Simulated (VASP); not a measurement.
# BP (WC type) (P-6m2) in VASP: notebook

Runs on BP (WC type). Level: PBE. Tasks: electric field gradients, density of states.

All numbers are computed with VASP 6.6.1; they aren't measurements. Logs are shortened: lines on timing, memory, paths and dates and some standing lists are left out, and cuts for length are marked.

### Step 1. The cell of the first run

It takes space group P-6m2 (No. 187, hexagonal). The conventional cell has a = 3.010 Å, b = 3.010 Å, c = 2.662 Å, α = 90.00°, β = 90.00°, γ = 120.00°. Within 2.9 Å of B (site symmetry -6m2) lie 6 P at 2.19 Å and 2 B at 2.66 Å. Within 2.9 Å of P (site symmetry -6m2) lie 6 B at 2.19 Å and 2 P at 2.66 Å.

### Step 2. Electric field gradients, PBE

Input file INCAR:

```
  ALGO = Normal
  EDIFF = 1E-8
  ENCUT = 520
  GGA = PE
  ISIF = 2
  ISMEAR = -1
  LASPH = T
  LCHARG = F
  LEFG = T
  LREAL = F
  LWAVE = F
  NBANDS = 11
  NELM = 100
  PREC = Accurate
  SIGMA = 0.08
```

Input file KPOINTS:

```
k-points
0
Gamma
  13 13 11
```

Input file POSCAR:

```
BP
1.0
    3.0095726219      0.0000000000      0.0000000000
   -1.5047863109      2.6063663451      0.0000000000
    0.0000000000      0.0000000000      2.6617970824
B P
1 1
Direct
    0.0000000000      0.0000000000      0.0000000000
    0.3333333333      0.6666666667      0.5000000000
```

Potentials or basis: VASP PAW PBE potentials, release 64 (B, P).

The run is started by

```bash
$ cat potpaw_PBE.64/B/POTCAR potpaw_PBE.64/P/POTCAR > POTCAR
$ mpirun -np 1 vasp_std > vasp.out
```

OUTCAR:

```text
EDIFF = 1E-8
   ENCUT = 520
   GGA = PE
   ISIF = 2
   ISMEAR = -1
   LASPH = T
   LREAL = F
   NELM = 100
   PREC = Accurate

 ion  position               nearest neighbor table
   1  0.000  0.000  0.000-   2 2.19   2 2.19   2 2.19   2 2.19   2 2.19   2 2.19
   2  0.333  0.667  0.500-   1 2.19   1 2.19   1 2.19   1 2.19   1 2.19   1 2.19

  LATTYP: Found a hexagonal cell.
 ALAT       =     3.0095726219
 C/A-ratio  =     0.8844435462

  Lattice vectors:

 A1 = (   3.0095726219,   0.0000000000,   0.0000000000)
 A2 = (  -1.5047863109,   2.6063663451,   0.0000000000)
 A3 = (   0.0000000000,   0.0000000000,   2.6617970824)

Analysis of symmetry for initial positions (statically):
=====================================================================
 Subroutine PRICEL returns:
 Original cell was already a primitive cell.

 Routine SETGRP: Setting up the symmetry group for a
 hexagonal supercell.

 Subroutine GETGRP returns: Found 12 space group operations
 (whereof 12 operations were pure point group operations)
 out of a pool of 24 trial point group operations.

The static configuration has the point symmetry D_3h.

Analysis of symmetry for dynamics (positions and initial velocities):
=====================================================================
 Subroutine PRICEL returns:
 Original cell was already a primitive cell.

 Routine SETGRP: Setting up the symmetry group for a
 hexagonal supercell.

 Subroutine GETGRP returns: Found 12 space group operations
 (whereof 12 operations were pure point group operations)
 out of a pool of 24 trial point group operations.

The dynamic configuration has the point symmetry D_3h.

 Subroutine INISYM returns: Found 12 space group operations
 (whereof 12 operations are pure point group operations),
 and found     1 'primitive' translations

----------------------------------------------------------------------------------------

                                     Primitive cell

  volume of cell :      20.8793

  direct lattice vectors                    reciprocal lattice vectors
     3.009572622  0.000000000  0.000000000     0.332273092  0.191837959  0.000000000
    -1.504786311  2.606366345  0.000000000     0.000000000  0.383675918  0.000000000
     0.000000000  0.000000000  2.661797082     0.000000000  0.000000000  0.375686038

  length of vectors
     3.009572622  3.009572622  2.661797082     0.383675918  0.383675918  0.375686038

  position of ions in fractional coordinates (direct lattice)
     0.000000000  0.000000000  0.000000000
     0.333333333  0.666666667  0.500000000

  ion indices of the primitive-cell ions
   primitive index   ion index
                 1           1
                 2           2

----------------------------------------------------------------------------------------

 KPOINTS: k-points

Automatic generation of k-mesh.
 Grid dimensions read from file:
 generate k-points for:   13   13   11

 Generating k-lattice:

  Cartesian coordinates                     Fractional coordinates (reciprocal lattice)
     0.025559469  0.014756766  0.000000000     0.076923077  0.000000000  0.000000000
     0.000000000  0.029513532  0.000000000     0.000000000  0.076923077  0.000000000
     0.000000000  0.000000000  0.034153276     0.000000000  0.000000000  0.090909091

  Length of vectors
     0.029513532  0.029513532  0.034153276

  Shift w.r.t. Gamma in fractional coordinates (k-lattice)
     0.000000000  0.000000000  0.000000000

 Subroutine IBZKPT returns following result:
 ===========================================

 Found    126 irreducible k-points:

 Following reciprocal coordinates:
            Coordinates               Weight
  0.000000  0.000000  0.000000      1.000000
  0.076923  0.000000  0.000000      6.000000
  0.153846 -0.000000  0.000000      6.000000
  0.230769 -0.000000  0.000000      6.000000
  0.307692 -0.000000  0.000000      6.000000
  0.384615  0.000000  0.000000      6.000000
[... 16 lines left out ...]
  0.076923  0.000000  0.090909     12.000000
  0.153846 -0.000000  0.090909     12.000000
 [... further k-points ...]
   k-points           NKPTS =    126   k-points in BZ     NKDIM =    126   number of bands    NBANDS=     11
   number of dos      NEDOS =    301   number of ions     NIONS =      2
   total plane-waves  NPLWV =  11520
   dimension x,y,z NGX =    24 NGY =   24 NGZ =   20
   dimension x,y,z NGXF=    48 NGYF=   48 NGZF=   40
   ions per type =               1   1
   NGX,Y,Z   is equivalent  to a cutoff of  13.26, 13.26, 12.49 a.u.
   NGXF,Y,Z  is equivalent  to a cutoff of  26.51, 26.51, 24.98 a.u.
 SYSTEM =  unknown system
   PREC   = accura    normal or accurate (medium, high low for compatibility)
   ISTART =      0    job   : 0-new  1-cont  2-samecut
   ICHARG =      2    charge: 1-file 2-atom 10-const
   ISPIN  =      1    spin polarized calculation?
   LNONCOLLINEAR =      F non collinear calculations
   LSORBIT =      F    spin-orbit coupling
   LASPH  =      T    aspherical Exc in radial PAW
   ENCUT  =  520.0 eV  38.22 Ry    6.18 a.u.   5.60  5.60  4.95*2*pi/ulx,y,z
   NELM   =    100;   NELMIN=  2; NELMDL= -5     # of ELM steps
   EDIFF  = 0.1E-07   stopping-criterion for ELM
   LREAL  =      F    real-space projection
   EDIFFG = 0.1E-06   stopping-criterion for IOM
   NSW    =      0    number of steps for IOM
   IBRION =     -1    ionic relax: 0-MD 1-quasi-New 2-CG
   NFREE  =      0    steps in history (QN), initial steepest desc. (CG)
   ISIF   =      2    stress and relaxation
   ISYM   =      2    0-nonsym 1-usesym 2-fastsym
   POTIM  = 0.5000    time-step for ionic-motion
   TEBEG  =    0.0;   TEEND  =   0.0 temperature during run
   PSTRESS=    0.0 pullay stress
   NELECT =       8.0000    total number of electrons
   NUPDOWN=      -1.0000    fix difference up-down
   EMIN   =  10.00;   EMAX   =-10.00  energy-range for DOS
   EFERMI =   0.00;   METHOD = LEGACY
   ISMEAR =    -1;   SIGMA  =   0.08  broadening in eV -4-tet -1-fermi 0-gaus
   EFERMI_NEDOS =   21; number of points for ismear=-14 and -15
   IALGO  =     38    algorithm
   IMIX   =      4    mixing-type and parameters
     AMIX     =   0.40;   BMIX     =  1.00
     AMIX_MAG =   1.60;   BMIX_MAG =  1.00
  volume/ion in A,a.u.               =      10.44        70.45
  Fermi-wavevector in a.u.,A,eV,Ry     =   1.189049  2.246977 19.236427  1.413838
  Thomas-Fermi vector in A             =   2.325165
   LORBIT       =      0    0 simple, 1 ext, 2 COOP (PROOUT), +10 PAW based schemes
   GGA     = PE    functional components
   LHFCALC =     F    Hartree Fock is set to
   AEXX    =    0.0000 exact exchange contribution
   IVDW    =     0    specifies the selected vdW correction
   LEPSILON=     F    determine dielectric tensor
   LRPA    =     F    only Hartree local field effects (RPA)
 non-spin polarized calculation
  energy-cutoff  :      520.00
  volume of cell :       20.88
 maximum number of plane-waves:       575
 NGX is ok and might be reduce to    24
   NGX = 11   NGY = 11   NGZ =  9

 number of electron       8.0000001 magnetization

 Free energy of the ion-electron system (eV)
  ---------------------------------------------------
  ext. energy  EPLUGINS =         0.00000000
  ---------------------------------------------------
  free energy    TOTEN  =       -10.33771687 eV

  energy without entropy =      -10.32175965  energy(sigma->0) =      -10.32973826

 E-fermi :   9.2225     XC(G=0): -11.7566

 val. band max:        9.1997688021   @ k =   0.2308   0.1538   0.3636
 cond. band min:       9.2289956717   @ k =   0.3077   0.0769   0.4545
 fundamental gap:      0.0292268696
 Fermi energy:         9.2225477629

 k-point     1 :       0.0000    0.0000    0.0000
  band No.  band energies     occupation
      1      -7.4753      2.00000
      2       8.5201      1.99969
      3       8.5201      1.99969
      4       8.7951      1.99049
      5      13.3409      0.00000
      6      13.3409      0.00000
      7      13.6121      0.00000
      8      14.2697      0.00000
      9      20.9384      0.00000
     10      21.9175      0.00000
     11      26.8296      0.00000

 k-point     2 :       0.0769    0.0000    0.0000
  band No.  band energies     occupation
      1      -7.3631      2.00000
      2       7.6375      2.00000
      3       8.2159      1.99999
      4       8.8960      1.96679
      5      13.0296      0.00000
      6      13.8287      0.00000
      7      14.0789      0.00000
      8      14.7949      0.00000
      9      21.4135      0.00000
     10      21.4320      0.00000
     11      26.7122      0.00000

 k-point     3 :       0.1538   -0.0000    0.0000
  band No.  band energies     occupation
      1      -7.0285      2.00000
      2       5.8431      2.00000
      3       7.5602      2.00000
      4       9.1964      1.16181
      5      12.3989      0.00000
      6      14.4575      0.00000
      7      15.0178      0.00000
      8      16.4432      0.00000
      9      20.2642      0.00000
     10      22.3060      0.00000
     11      26.4415      0.00000

 k-point     4 :       0.2308   -0.0000    0.0000
  band No.  band energies     occupation
      1      -6.4778      2.00000
      2       3.8771      2.00000
      3       6.8747      2.00000
      4       9.6869      0.00601
      5      11.7274      0.00000
      6      14.9189      0.00000
      7      16.5245      0.00000
      8      18.3104      0.00000
      9      18.8201      0.00000
     10      22.5298      0.00000
     11      26.2019      0.00000
[... 239 lines left out ...]
 k-point    22 :       0.0000    0.0000    0.0909
  band No.  band energies     occupation
      1      -7.3196      2.00000
      2       7.4058      2.00000
      3       8.6676      1.99806
      4       8.6676      1.99806
      5      13.4533      0.00000
      6      13.4533      0.00000
      7      13.7401      0.00000
      8      15.7747      0.00000
      9      20.9225      0.00000
     10      21.9296      0.00000
     11      24.7160      0.00000

 k-point    23 :       0.0769    0.0000    0.0909
  band No.  band energies     occupation
      1      -7.2075      2.00000
      2       7.4666      2.00000
      3       7.8313      2.00000
      4       8.3647      1.99996
      5      13.1511      0.00000
      6      13.9309      0.00000
      7      14.5049      0.00000
      8      15.9789      0.00000
      9      20.6604      0.00000
     10      22.0240      0.00000
     11      24.5275      0.00000

 k-point    24 :       0.1538   -0.0000    0.0909
  band No.  band energies     occupation
      1      -6.8727      2.00000
      2       5.9767      2.00000
      3       7.7113      2.00000
      4       7.8396      2.00000
      5      12.5281      0.00000
      6      15.0849      0.00000
      7      15.5219      0.00000
      8      16.8994      0.00000
      9      19.4818      0.00000
     10      22.7893      0.00000
     11      24.1364      0.00000

 [... further k-points ...]
[... 5 lines left out ...]
  --------------------------------------------------------------------------------------
  -------------------------------------------------------------------------------------
  Total       -0.0304187     -0.0304187     -0.0332288     -0.0000000      0.0000000      0.0000000
  in kB       -2.3341879     -2.3341879     -2.5498246     -0.0000000      0.0000000      0.0000000
  external PRESSURE =      -2.4060668 kB  Pullay stress =       0.0000000 kB

 VOLUME and BASIS-vectors are now :
 -----------------------------------------------------------------------------
  energy-cutoff  :      520.00
  volume of cell :       20.88
      direct lattice vectors                 reciprocal lattice vectors
     3.009572622  0.000000000  0.000000000     0.332273092  0.191837959  0.000000000
    -1.504786311  2.606366345  0.000000000     0.000000000  0.383675918  0.000000000
     0.000000000  0.000000000  2.661797082     0.000000000  0.000000000  0.375686038

 POSITION                                       TOTAL-FORCE (eV/Angst)
 -----------------------------------------------------------------------------------
      0.00000      0.00000      0.00000        -0.000000     -0.000000      0.000000
     -0.00000      1.73758      1.33090         0.000000      0.000000      0.000000
 -----------------------------------------------------------------------------------
    total drift:                                0.000000     -0.000000     -0.000000

  FREE ENERGIE OF THE ION-ELECTRON SYSTEM (eV)
  ---------------------------------------------------
  free  energy   TOTEN  =       -10.3377168722 eV

  energy  without entropy=      -10.3217596487  energy(sigma->0) =      -10.32973826

 Electric field gradients (V/A^2)
---------------------------------------------------------------------
 ion       V_xx      V_yy      V_zz      V_xy      V_xz      V_yz
---------------------------------------------------------------------
   1      -2.336    -2.336     4.672     0.000    -0.000     0.000
   2     -12.251   -12.251    24.502    -0.000     0.000    -0.000
---------------------------------------------------------------------

 Electric field gradients after diagonalization (V/A^2)
 (convention: |V_zz| > |V_xx| > |V_yy|)
----------------------------------------------------------------------
 ion       V_xx      V_yy      V_zz     asymmetry (V_yy - V_xx)/ V_zz
----------------------------------------------------------------------
   1      -2.336    -2.336     4.672       0.000
   2     -12.251   -12.251    24.502       0.000
----------------------------------------------------------------------

           NMR quadrupolar parameters

 Cq : quadrupolar parameter    Cq=e*Q*V_zz/h
 eta: asymmetry parameters     (V_yy - V_xx)/ V_zz
 Q  : nuclear electric quadrupole moment in mb (millibarn)
----------------------------------------------------------------------
 ion       Cq(MHz)       eta       Q (mb)
----------------------------------------------------------------------
   1       0.011       0.000       1.000
   2       0.059       0.000       1.000
----------------------------------------------------------------------
```

Wall time 42 s (1 thread of AMD EPYC 7R13, shared host); peak memory 0.12 GiB.

Results:

```
Free energy            : -10.3377 eV
Pressure               : -0.2 GPa
Band gap on the k mesh : zero (band 4 reaches 12.79 eV, above the bottom of band 5 at 5.67 eV)
```

Electric field gradients, principal values (V/Å²):
| atom | least | middle | greatest (by size) |
| --- | --- | --- | --- |
| 1 B | -2.336 | -2.336 | 4.672 |
| 2 P | -12.251 | -12.251 | 24.502 |

Caveat: without QUAD_EFG the Cq values of the log hold for a quadrupole moment of 1 mb, not for the nuclei.

(Continued in part 2 of 3.)
